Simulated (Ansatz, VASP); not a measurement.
# SnSe: VASP beside Ansatz

The input POSCAR:

```
SnSe
1.0
    0.0000000000      3.0021131538      3.0021131538
    2.9477749057      0.0000000000      3.0021131538
    2.9477749057      3.0021131538      0.0000000000
Sn Se
1 1
Direct
    0.0000000000      0.0000000000      0.0000000000
    0.5000000000      0.5000000000      0.5000000000
```

File INCAR.step1:

```
ALGO = Normal ; EDIFF = 1E-5
ENCUT = 520 ; GGA = PE
ISIF = 2 ; ISMEAR = 0
LASPH = True ; LCHARG = False
LREAL = False ; LWAVE = True
NBANDS = 17 ; NELM = 100
PREC = Accurate ; SIGMA = 0.01
```

INCAR.step2

```
ALGO = Normal ; EDIFF = 1E-7
ENCUT = 520 ; GGA = PE
HFSCREEN = 0.2079 ; ISIF = 2
ISMEAR = 0 ; ISTART = 1
LASPH = True ; LCHARG = False
LHFCALC = True ; LREAL = False
LWAVE = False ; NBANDS = 17
NELM = 100 ; PREC = Accurate
PRECFOCK = Normal ; SIGMA = 0.01
```

File KPOINTS:

```
k-points
0
Gamma
  6 6 6
```

Input for Ansatz:

```yaml
crystal:
  lattice:
    - [0.0, 3.0021131538, 3.0021131538]
    - [2.9477749057, 0.0, 3.0021131538]
    - [2.9477749057, 3.0021131538, 0.0]
  atoms:
    - { symbol: Sn, position: [0.0, 0.0, 0.0] }
    - { symbol: Se, position: [0.5, 0.5, 0.5] }
kpoints:
  mp_grid: { grid: [6, 6, 6] }
  band_path:
    path:
      - [0.0, 0.0, 0.0]
      - [0.5, 0.0, 0.5]
      - [0.625, 0.25, 0.625]
      - [0.375, 0.375, 0.75]
      - [0.5, 0.5, 0.5]
      - [0.5, 0.25, 0.75]
      - [0.5, 0.475, 0.525]
    npoints: 1
hamiltonian:
  xc: hse06
scf:
  occupations: { method: fixed }
  n_extra_bands: 4
output:
  forces: true
  stress: true
  eigenvalues: true
```

Change from the starting cell: uniaxial_x strain -1.8%.

Alike in both runs: task single point; functional HSE06; k mesh 6 × 6 × 6; no spin polarisation.

|  | VASP | Ansatz |
| --- | --- | --- |
| version | VASP 6.6.1 | Ansatz 0.2.0 |
| potentials or method | VASP PAW PBE potentials, release 64 (Sn_d, Se) | plane waves, PAW |
| plane-wave cutoff (eV) | 520 | 420 |
| occupations | gaussian, width 0.01 eV | fixed |
| valence electrons in the cell | 20 | 30 |

Ansatz gave:

| Quantity | Value |
| --- | --- |
| gap on the k mesh at the Fermi level (eV) | 0.55 |
| pressure (GPa) | 0.9 |
| traceless stress, the component that is largest in VASP (GPa) | 1.68 |

Q: Estimate VASP's values.

A: gap on the k mesh at the Fermi level (eV): 0.54; pressure (GPa): 0.8; traceless stress, the component that is largest in VASP (GPa): 1.67.

VASP's potentials hold 20 valence electrons a cell and Ansatz's 30, so a difference there can come from the potentials and not from the codes. Ansatz's warnings: stress exchange threshold loose, stress scf threshold loose.
